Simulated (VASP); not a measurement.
## Ni: single point with PBEsol

Ni:

```xyz
2
Lattice="2.2735 0.0000 0.0000 -1.1367 1.9689 0.0000 0.0000 0.0000 3.7276" Properties=species:S:1:pos:R:3 pbc="T T T"
Ni    0.0000    1.3126    0.9319
Ni    1.1367    0.6563    2.7957
```

This cell differs from its parent crystal: volume scaled by 0.8.

```
Program                : VASP 6.6.1
Task                   : single point
Functional             : PBEsol
Potentials or basis    : VASP PAW PBE potentials, release 64 (Ni)
Cutoff                 : 520 eV
k mesh                 : 18 × 18 × 10
Occupations            : fermi-dirac, width 0.1 eV
Spin                   : collinear spin, ferromagnetic start
Starting moments       : [1.0, 1.0] μB
Dipole correction      : no
Further INCAR settings : ALGO = Normal; EDIFF = 1e-07; NBANDS = 21
```

```json
{
  "Pressure": "85.6 GPa",
  "Net moment": "1.08 μB per cell",
  "Site moments": "Ni +0.53 μB",
  "Valence electrons inside the program's atomic spheres": "Ni 9.94"
}
```

Stress tensor (GPa, compression positive):
```
85.61  0.00  0.00
 0.00 85.61  0.00
 0.00  0.00 85.72
```

Levels at points of the mesh, in eV from the Fermi level:
Spin up:
| k point | band 6 | band 7 | band 8 | band 9 | band 10 | band 11 | band 12 | band 13 | band 14 | band 15 |
| --- | --- | --- | --- | --- | --- | --- | --- | --- | --- | --- |
| (0.00, 0.00, 0.00) | -2.68 | -2.68 | -2.08 | -2.08 | -0.91 | -0.66 | -0.66 | 7.80 | 24.79 | 28.33 |
| (0.50, 0.00, 0.00) | -3.07 | -2.63 | -0.47 | -0.38 | -0.29 | 1.66 | 4.17 | 11.22 | 12.19 | 14.70 |
| (0.00, 0.00, 0.50) | -3.15 | -3.15 | -3.15 | -1.08 | -1.08 | -1.08 | -1.08 | 17.24 | 17.24 | 25.70 |
| (0.50, 0.00, 0.50) | -1.96 | -1.17 | -1.17 | -0.36 | -0.36 | 1.61 | 1.61 | 9.06 | 9.06 | 21.72 |
Spin down:
```tsv
k point	band 6	band 7	band 8	band 9	band 10	band 11	band 12	band 13
(0.00, 0.00, 0.00)	-2.10	-2.10	-1.50	-1.50	-0.91	-0.04	-0.04	8.18
(0.50, 0.00, 0.00)	-2.59	-2.08	0.18	0.26	0.37	2.11	4.51	11.38
(0.00, 0.00, 0.50)	-2.60	-2.60	-2.60	-0.46	-0.46	-0.46	-0.46	17.40
(0.50, 0.00, 0.50)	-1.38	-0.70	-0.70	0.30	0.30	1.84	1.84	9.38
```

Run time: 79 s on 1 thread of Intel(R) Xeon(R) 6975P-C (Granite Rapids), with other jobs on the host, peak memory 0.21 GiB.

Caveat: the PAW data sets were made with another functional, which shifts forces and pressure a little.
